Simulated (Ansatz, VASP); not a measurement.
## Ti2Co in VASP and in Ansatz

POSCAR

```
Ti2Co
1.0
    0.0000000000      3.3650000000      3.3650000000
    3.3650000000      0.0000000000      3.3650000000
    3.3650000000      3.3650000000      0.0000000000
Ti Co
4 2
Direct
    0.1250000000      0.1250000000      0.1250000000
    0.6250000000      0.1250000000      0.1250000000
    0.1250000000      0.1250000000      0.6250000000
    0.1250000000      0.6250000000      0.1250000000
    0.5000000000      0.5000000000      0.5000000000
    0.7500000000      0.7500000000      0.7500000000
```

The input INCAR.step1:

```
PREC     = Accurate       # precision mode
ENCUT    = 520            # plane-wave cutoff, eV
ISMEAR   = 0              # smearing method
SIGMA    = 0.1            # smearing width, eV
LREAL    = F              # projectors in reciprocal space
LASPH    = T              # aspherical terms in the spheres
NELM     = 150            # most SCF steps
ISPIN    = 2              # spin polarisation
MAGMOM   = 0.19 0.19 0.19 0.19 1.58 1.58 # initial moments
LMAXMIX  = 4              # l up to which the mixer works
NBANDS   = 46             # bands
GGA      = PE             # functional
ALGO     = Normal         # electronic algorithm
EDIFF    = 1E-4           # SCF threshold, eV
LWAVE    = T              # write WAVECAR
LCHARG   = F              # write CHGCAR
```

Contents of INCAR.step2:

```
PREC     = Accurate       # precision mode
ENCUT    = 520            # plane-wave cutoff, eV
EDIFF    = 1E-6           # SCF threshold, eV
ISMEAR   = 0              # smearing method
SIGMA    = 0.1            # smearing width, eV
LREAL    = F              # projectors in reciprocal space
LASPH    = T              # aspherical terms in the spheres
NELM     = 150            # most SCF steps
ALGO     = Normal         # electronic algorithm
ISIF     = 2              # what is computed and relaxed
LWAVE    = F              # write WAVECAR
LCHARG   = F              # write CHGCAR
ISPIN    = 2              # spin polarisation
MAGMOM   = 0.19 0.19 0.19 0.19 1.58 1.58 # initial moments
LORBIT   = 11             # projections on sites
LMAXMIX  = 4              # l up to which the mixer works
METAGGA  = R2SCAN         # meta-GGA
LMIXTAU  = T            
NBANDS   = 46             # bands
ISTART   = 1
```

File KPOINTS:

```
regular mesh
0
Gamma
  1 1 1
```

Input for Ansatz:

```yaml
crystal:
  lattice:
    - [0.0, 3.365, 3.365]
    - [3.365, 0.0, 3.365]
    - [3.365, 3.365, 0.0]
  atoms:
    - { symbol: Ti, position: [0.125, 0.125, 0.125], spin: 0.19 }
    - { symbol: Ti, position: [0.625, 0.125, 0.125], spin: 0.19 }
    - { symbol: Ti, position: [0.125, 0.125, 0.625], spin: 0.19 }
    - { symbol: Ti, position: [0.125, 0.625, 0.125], spin: 0.19 }
    - { symbol: Co, position: [0.5, 0.5, 0.5], spin: 1.58 }
    - { symbol: Co, position: [0.75, 0.75, 0.75], spin: 1.58 }
basis:
  ecutwfc: 500
kpoints:
  mp_grid: { grid: [1, 1, 1] }
hamiltonian:
  xc: r2scan
scf:
  occupations: { method: gaussian, width: 0.1 }
output:
  forces: true
  stress: true
  eigenvalues: true
  populations: true
magnetization:
  spin_polarized: true
```

Alike in both runs: task single point; functional r2SCAN; k mesh 1 × 1 × 1; occupations gaussian, width 0.1 eV; collinear spin.

|  | VASP | Ansatz |
| --- | --- | --- |
| version | VASP 6.6.1 | Ansatz 0.2.0 |
| potentials or method | VASP PAW PBE potentials, release 64 (Ti_sv, Co), cutoff 520 eV | scalar-relativistic, plane waves, PAW |
| valence electrons in the cell | 66 | 82 |

Ansatz gave:

| Item | Value |
| --- | --- |
| gap on the k mesh at the Fermi level (eV) | 0.78 |
| least direct gap on the mesh (eV) | 0.78 |
| pressure (GPa) | -14.5 |
| net moment per atom (μB) | 1.00 |
| size of the moment on the site where the two differ most (μB) | 1.65 |

Question: Estimate VASP's values.

Answer: gap on the k mesh at the Fermi level (eV): 1.20; least direct gap on the mesh (eV): 1.20; pressure (GPa): -15.0; net moment per atom (μB): 0.68; size of the moment on the site where the two differ most (μB): 0.91.

The net moments are unlike, so the other rows may belong to different states. VASP's potentials were made for PBE, not for r2SCAN. Site moments also hang on the region over which each program counts them. VASP's potentials hold 66 valence electrons a cell and Ansatz's 82, so a difference there can come from the potentials and not from the codes. Ansatz's warnings: stability check not made.

The k mesh is coarse, so the values compare programs but aren't converged.
